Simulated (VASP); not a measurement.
# Na (Im-3m) in VASP: further runs

Runs on Na. Level: PBE. Tasks: relaxation of cell and atoms.

Program: VASP 6.6.1. These are calculated values, not measurements. Logs are shortened: lines on timing, memory, paths and dates and some standing lists are left out, and cuts for length are marked.

## 1. The cell of the first run

The structure is cubic, space group Im-3m (No. 229). The conventional cell has a = 4.280 Å, b = 4.280 Å, c = 4.280 Å, α = 90.00°, β = 90.00°, γ = 90.00°. Na (site symmetry m-3m) has 14 Na at 3.71 to 4.28 Å within 4.9 Å.

## 2. Relaxation of cell and atoms, PBE, target pressure 15 GPa, at which the enthalpy is minimised

The input, INCAR:

```
SYSTEM = Na
PREC = Accurate
ENCUT = 600
EDIFF = 1E-7
ISMEAR = -1
SIGMA = 0.1
LREAL = .FALSE.
LASPH = .TRUE.
NELM = 80
ALGO = Normal
ISIF = 3
LWAVE = .FALSE.
LCHARG = .FALSE.
GGA = PE
IBRION = 2
NSW = 60
EDIFFG = -0.02
PSTRESS = 150.0
```

The input, KPOINTS:

```
regular mesh
0
G
  7 7 7
  0 0 0
```

The input, POSCAR:

```
Na
1.0
    2.1400000000      2.1400000000      2.1400000000
   -2.1400000000      2.1400000000      2.1400000000
   -2.1400000000     -2.1400000000      2.1400000000
Na
1
Direct
    0.0000000000      0.0000000000      0.0000000000
```

Potentials or basis: VASP PAW PBE potentials, release 64 (Na_pv).

Started as:

```bash
> cat potpaw_PBE.64/Na_pv/POTCAR > POTCAR
> mpirun -np 1 vasp_std > vasp.out
```

OUTCAR:

```text
SYSTEM = Na
   PREC = Accurate
   ENCUT = 600
   EDIFF = 1E-7
   ISMEAR = -1
   LREAL = .FALSE.
   LASPH = .TRUE.
   NELM = 80
   ISIF = 3
   GGA = PE
   IBRION = 2
   NSW = 60
   EDIFFG = -0.02
   PSTRESS = 150.0

 ion  position               nearest neighbor table
   1  0.000  0.000  0.000-

  LATTYP: Found a body centered cubic cell.
 ALAT       =     4.2800000000

  Lattice vectors:

 A1 = (   2.1400000000,  -2.1400000000,  -2.1400000000)
 A2 = (   2.1400000000,   2.1400000000,   2.1400000000)
 A3 = (  -2.1400000000,  -2.1400000000,   2.1400000000)

Analysis of symmetry for initial positions (statically):
=====================================================================
 Subroutine PRICEL returns:
 Original cell was already a primitive cell.

 Routine SETGRP: Setting up the symmetry group for a
 body centered cubic supercell.

 Subroutine GETGRP returns: Found 48 space group operations
 (whereof 48 operations were pure point group operations)
 out of a pool of 48 trial point group operations.

The static configuration has the point symmetry O_h .

Analysis of symmetry for dynamics (positions and initial velocities):
=====================================================================
 Subroutine PRICEL returns:
 Original cell was already a primitive cell.

 Routine SETGRP: Setting up the symmetry group for a
 body centered cubic supercell.

 Subroutine GETGRP returns: Found 48 space group operations
 (whereof 48 operations were pure point group operations)
 out of a pool of 48 trial point group operations.

The dynamic configuration has the point symmetry O_h .

 Subroutine INISYM returns: Found 48 space group operations
 (whereof 48 operations are pure point group operations),
 and found     1 'primitive' translations

----------------------------------------------------------------------------------------

                                     Primitive cell

  volume of cell :      39.2014

  direct lattice vectors                    reciprocal lattice vectors
     2.140000000  2.140000000  2.140000000     0.233644860  0.000000000  0.233644860
    -2.140000000  2.140000000  2.140000000    -0.233644860  0.233644860  0.000000000
    -2.140000000 -2.140000000  2.140000000     0.000000000 -0.233644860  0.233644860

  length of vectors
     3.706588728  3.706588728  3.706588728     0.330423730  0.330423730  0.330423730
[... 59 lines left out ...]
   dimension x,y,z NGX =    30 NGY =   30 NGZ =   30
   dimension x,y,z NGXF=    60 NGYF=   60 NGZF=   60
   ions per type =               1
   NGX,Y,Z   is equivalent  to a cutoff of  13.46, 13.46, 13.46 a.u.
   NGXF,Y,Z  is equivalent  to a cutoff of  26.91, 26.91, 26.91 a.u.
 SYSTEM =  Na
   PREC   = accura    normal or accurate (medium, high low for compatibility)
   ISTART =      0    job   : 0-new  1-cont  2-samecut
   ICHARG =      2    charge: 1-file 2-atom 10-const
   ISPIN  =      1    spin polarized calculation?
   LNONCOLLINEAR =      F non collinear calculations
   LSORBIT =      F    spin-orbit coupling
   LASPH  =      T    aspherical Exc in radial PAW
   ENCUT  =  600.0 eV  44.10 Ry    6.64 a.u.   7.40  7.40  7.40*2*pi/ulx,y,z
   NELM   =     80;   NELMIN=  2; NELMDL= -5     # of ELM steps
   EDIFF  = 0.1E-06   stopping-criterion for ELM
   LREAL  =      F    real-space projection
   EDIFFG = -.2E-01   stopping-criterion for IOM
   NSW    =     60    number of steps for IOM
   IBRION =      2    ionic relax: 0-MD 1-quasi-New 2-CG
   NFREE  =      1    steps in history (QN), initial steepest desc. (CG)
   ISIF   =      3    stress and relaxation
   ISYM   =      2    0-nonsym 1-usesym 2-fastsym
   POTIM  = 0.5000    time-step for ionic-motion
   TEBEG  =    0.0;   TEEND  =   0.0 temperature during run
   PSTRESS=  150.0 pullay stress
   NELECT =       7.0000    total number of electrons
   NUPDOWN=      -1.0000    fix difference up-down
   EMIN   =  10.00;   EMAX   =-10.00  energy-range for DOS
   EFERMI =   0.00;   METHOD = LEGACY
   ISMEAR =    -1;   SIGMA  =   0.10  broadening in eV -4-tet -1-fermi 0-gaus
   EFERMI_NEDOS =   21; number of points for ismear=-14 and -15
   IALGO  =     38    algorithm
   IMIX   =      4    mixing-type and parameters
     AMIX     =   0.40;   BMIX     =  1.00
     AMIX_MAG =   1.60;   BMIX_MAG =  1.00
  volume/ion in A,a.u.               =      39.20       264.54
  Fermi-wavevector in a.u.,A,eV,Ry     =   0.921879  1.742098 11.563050  0.849860
  Thomas-Fermi vector in A             =   2.047344
   LORBIT       =      0    0 simple, 1 ext, 2 COOP (PROOUT), +10 PAW based schemes
   GGA     = PE    functional components
   LHFCALC =     F    Hartree Fock is set to
   AEXX    =    0.0000 exact exchange contribution
   IVDW    =     0    specifies the selected vdW correction
   LEPSILON=     F    determine dielectric tensor
   LRPA    =     F    only Hartree local field effects (RPA)
 conjugate gradient relaxation of ions
 non-spin polarized calculation
  energy-cutoff  :      600.00
  volume of cell :       39.20
 maximum number of plane-waves:      1326
 NGX is ok and might be reduce to    30
   NGX = 15   NGY = 15   NGZ = 15

--------------------------------------- Ionic step        1  -------------------------------------------

 number of electron       7.0000007 magnetization

 Free energy of the ion-electron system (eV)
  ---------------------------------------------------
  ext. energy  EPLUGINS =         0.00000000
  ---------------------------------------------------
  free energy    TOTEN  =        -1.31862479 eV

  energy without entropy =       -1.30146807  energy(sigma->0) =       -1.31004643

------------------------ aborting loop because EDIFF is reached ----------------------------------------

  FORCE on cell =-STRESS in cart. coord.  units (eV):
  Direction    XX          YY          ZZ          XY          YZ          ZX
  --------------------------------------------------------------------------------------
  -------------------------------------------------------------------------------------
  Total       -0.0977187     -0.0977187     -0.0977187     -0.0000000      0.0000000      0.0000000
  in kB       -3.9938072     -3.9938072     -3.9938072     -0.0000000      0.0000000      0.0000000
  external PRESSURE =    -153.9938072 kB  Pullay stress =     150.0000000 kB
[... 135 lines left out ...]
--------------------------------------- Ionic step        5  -------------------------------------------

 number of electron       6.9999999 magnetization

 Free energy of the ion-electron system (eV)
  ---------------------------------------------------
  ext. energy  EPLUGINS =         0.00000000
  ---------------------------------------------------
  free energy    TOTEN  =        -0.83682977 eV

  energy without entropy =       -0.82452179  energy(sigma->0) =       -0.83067578

 E-fermi :   2.8639     XC(G=0):  -8.3717

 val. band max:        2.7132612091   @ k =   0.4286   0.0000   0.0000
 cond. band min:       3.1824352641   @ k =   0.4286   0.1429   0.1429
 fundamental gap:      0.4691740550
 Fermi energy:         2.8639220914

 k-point     1 :       0.0000    0.0000    0.0000
  band No.  band energies     occupation
      1     -21.9126      2.00000
      2     -21.9126      2.00000
      3     -21.9126      2.00000
      4      -1.9694      2.00000
      5      19.1636      0.00000
      6      19.1636      0.00000
      7      19.1636      0.00000
[... 220 lines left out ...]
  energy  without entropy=       -0.8245217895  energy(sigma->0) =       -0.83067578

  enthalpy is  TOTEN    =         1.0377264707 eV   P V=        1.8745562397

 reached required accuracy - stopping structural energy minimisation
```

CONTCAR:

```text
Na
   1.00000000000000
     1.7106162849462401    1.7106162849462401    1.7106162849462401
    -1.7106162849462401    1.7106162849462401    1.7106162849462401
    -1.7106162849462401   -1.7106162849462401    1.7106162849462401
  Na
     1
Direct
     0.0000000000000000    1.0000000000000000    0.0000000000000000

  0.00000000E+00  0.00000000E+00  0.00000000E+00
```

Run time: 28 s. Hardware: 1 thread of AMD EPYC 7R13 (Zen 3), shared host; peak memory 0.13 GiB.

What came out:

| Property | Result |
| --- | --- |
| Free energy | -0.8368 eV |
| Relaxed volume | 20.02 Å³/atom |
| Relaxed cell | a = 2.963 Å, b = 2.963 Å, c = 2.963 Å, α = 70.53°, β = 109.47°, γ = 70.53° |
| Space group after relaxing (to 0.05 Å) | Im-3m (No. 229) |
| Energy change on relaxing (the enthalpy is what falls) | +481.8 meV/atom |
| Ionic steps | 5 |
| Pressure after relaxing | 15.0 GPa |

Step by step:
| step | energy change (eV) | largest force (eV/Å) | pressure (GPa) | volume (Å³) |
| --- | --- | --- | --- | --- |
| 1 | 0.0000 | 0.0000 | -0.40 | 39.20 |
| 2 | 0.3616 | 0.0000 | 11.66 | 21.47 |
| 3 | 0.4617 | 0.0000 | 14.42 | 20.24 |
| 4 | 0.4893 | 0.0000 | 15.22 | 19.94 |
| 5 | 0.4818 | 0.0000 | 14.97 | 20.02 |

Final structure:
```yaml
crystal:
  lattice:
    - [1.71062, 1.71062, 1.71062]
    - [-1.71062, 1.71062, 1.71062]
    - [-1.71062, -1.71062, 1.71062]
  atoms:
    - { symbol: Na, position: [0.00000, 0.00000, 0.00000] }
```

Levels at points of the mesh, in eV from the Fermi level:
| k point | band 1 | band 2 | band 3 | band 4 | band 5 | band 6 | band 7 |
| --- | --- | --- | --- | --- | --- | --- | --- |
| (0.00, 0.00, 0.00) | -24.78 | -24.78 | -24.78 | -4.83 | 16.30 | 16.30 | 16.30 |

Caveat: the cell is relaxed towards a set pressure, so the enthalpy falls and the energy may rise; the volume moved by over 15 % at a fixed basis, so the end points are rough.

## 3. Relaxation of cell and atoms, PBE, target pressure 30 GPa, at which the enthalpy is minimised

The input, INCAR:

```
SYSTEM = Na
ALGO = Normal ; EDIFF = 1E-7
EDIFFG = -0.02 ; ENCUT = 600
GGA = PE ; IBRION = 2
ISIF = 3 ; ISMEAR = -1
LASPH = .True. ; LCHARG = .False.
LREAL = .False. ; LWAVE = .False.
NELM = 60 ; NSW = 60
PREC = Accurate ; PSTRESS = 300.0
SIGMA = 0.1
```

The input, KPOINTS:

```
k-points
0
Gamma
  7 7 7
  0 0 0
```

POSCAR is that of step 2.

Potentials or basis: VASP PAW PBE potentials, release 64 (Na_pv).

Started as:

```bash
> cat potpaw_PBE.64/Na_pv/POTCAR > POTCAR
> mpirun -np 1 vasp_std > vasp.out
```

OUTCAR:

```text
SYSTEM = Na
   EDIFF = 1E-7
   EDIFFG = -0.02
   ENCUT = 600
   GGA = PE
   IBRION = 2
   ISIF = 3
   ISMEAR = -1
   LASPH = .True.
   LREAL = .False.
   NELM = 60
   NSW = 60
   PREC = Accurate
   PSTRESS = 300.0

 ion  position               nearest neighbor table
   1  0.000  0.000  0.000-

  LATTYP: Found a body centered cubic cell.
 ALAT       =     4.2800000000

  Lattice vectors:

 A1 = (   2.1400000000,  -2.1400000000,  -2.1400000000)
 A2 = (   2.1400000000,   2.1400000000,   2.1400000000)
 A3 = (  -2.1400000000,  -2.1400000000,   2.1400000000)

Analysis of symmetry for initial positions (statically):
=====================================================================
 Subroutine PRICEL returns:
 Original cell was already a primitive cell.

 Routine SETGRP: Setting up the symmetry group for a
 body centered cubic supercell.

 Subroutine GETGRP returns: Found 48 space group operations
 (whereof 48 operations were pure point group operations)
 out of a pool of 48 trial point group operations.

The static configuration has the point symmetry O_h .

Analysis of symmetry for dynamics (positions and initial velocities):
=====================================================================
 Subroutine PRICEL returns:
[... 119 lines left out ...]
   IALGO  =     38    algorithm
   IMIX   =      4    mixing-type and parameters
     AMIX     =   0.40;   BMIX     =  1.00
     AMIX_MAG =   1.60;   BMIX_MAG =  1.00
  volume/ion in A,a.u.               =      39.20       264.54
  Fermi-wavevector in a.u.,A,eV,Ry     =   0.921879  1.742098 11.563050  0.849860
  Thomas-Fermi vector in A             =   2.047344
   LORBIT       =      0    0 simple, 1 ext, 2 COOP (PROOUT), +10 PAW based schemes
   GGA     = PE    functional components
   LHFCALC =     F    Hartree Fock is set to
   AEXX    =    0.0000 exact exchange contribution
   IVDW    =     0    specifies the selected vdW correction
   LEPSILON=     F    determine dielectric tensor
   LRPA    =     F    only Hartree local field effects (RPA)
 conjugate gradient relaxation of ions
 non-spin polarized calculation
  energy-cutoff  :      600.00
  volume of cell :       39.20
 maximum number of plane-waves:      1326
 NGX is ok and might be reduce to    30
   NGX = 15   NGY = 15   NGZ = 15

--------------------------------------- Ionic step        1  -------------------------------------------

 number of electron       7.0000007 magnetization

 Free energy of the ion-electron system (eV)
  ---------------------------------------------------
  ext. energy  EPLUGINS =         0.00000000
  ---------------------------------------------------
  free energy    TOTEN  =        -1.31862479 eV

  energy without entropy =       -1.30146807  energy(sigma->0) =       -1.31004643

 E-fermi :   0.1610     XC(G=0):  -6.3586

 val. band max:        0.0415637580   @ k =   0.4286   0.2857   0.1429
 cond. band min:       0.3647828370   @ k =   0.4286   0.1429   0.1429
 fundamental gap:      0.3232190790
 Fermi energy:         0.1609826914
[... 626 lines left out ...]
--------------------------------------- Ionic step        7  -------------------------------------------

 number of electron       6.9999998 magnetization

 Free energy of the ion-electron system (eV)
  ---------------------------------------------------
  ext. energy  EPLUGINS =         0.00000000
  ---------------------------------------------------
  free energy    TOTEN  =        -0.32903563 eV

  energy without entropy =       -0.31779444  energy(sigma->0) =       -0.32341504

 E-fermi :   4.2261     XC(G=0):  -9.1486

 val. band max:        4.0766992219   @ k =   0.4286   0.0000   0.0000
 cond. band min:       4.5915281625   @ k =   0.4286   0.1429   0.1429
 fundamental gap:      0.5148289406
 Fermi energy:         4.2261083692
[... 230 lines left out ...]
  energy  without entropy=       -0.3177944370  energy(sigma->0) =       -0.32341504

  enthalpy is  TOTEN    =         2.7123355510 eV   P V=        3.0413711850

 reached required accuracy - stopping structural energy minimisation
```

CONTCAR:

```text
Na
   1.00000000000000
     1.5953877551071325    1.5953877551071325    1.5953877551071325
    -1.5953877551071325    1.5953877551071325    1.5953877551071325
    -1.5953877551071325   -1.5953877551071325    1.5953877551071325
  Na
     1
Direct
     0.0000000000000000    0.0000000000000000    0.0000000000000000

  0.00000000E+00  0.00000000E+00  0.00000000E+00
```

It took 35 s on 1 thread of AMD EPYC 7R13 (Zen 3), shared host; peak memory 0.13 GiB.

Results:

```
Free energy                                            : -0.3290 eV
Relaxed volume                                         : 16.24 Å³/atom
Relaxed cell                                           : a = 2.763 Å, b = 2.763 Å, c = 2.763 Å, α = 70.53°, β = 109.47°, γ = 70.53°
Space group after relaxing (to 0.05 Å)                 : Im-3m (No. 229)
Energy change on relaxing (the enthalpy is what falls) : +989.6 meV/atom
Ionic steps                                            : 7
Pressure after relaxing                                : 30.0 GPa
```

The path:
| step | energy change (eV) | largest force (eV/Å) | pressure (GPa) | volume (Å³) |
| --- | --- | --- | --- | --- |
| 1 | 0.0000 | 0.0000 | -0.40 | 39.20 |
| 2 | 3.2119 | 0.0000 | 112.67 | 10.33 |
| 3 | 0.8784 | 0.0000 | 26.56 | 16.87 |
| 4 | 0.9620 | 0.0000 | 29.13 | 16.39 |
| 5 | 1.0239 | 0.0000 | 31.05 | 16.06 |
| 6 | 0.9800 | 0.0000 | 29.70 | 16.29 |
| 7 | 0.9896 | 0.0000 | 30.03 | 16.24 |

Final structure:
```
Na
1.0
     1.59539    1.59539    1.59539
    -1.59539    1.59539    1.59539
    -1.59539   -1.59539    1.59539
Na
1
Direct
  0.00000 0.00000 0.00000
```

Caveat: the cell is relaxed towards a set pressure, so the enthalpy falls and the energy may rise; the volume moved by over 15 % at a fixed basis, so the end points are rough.
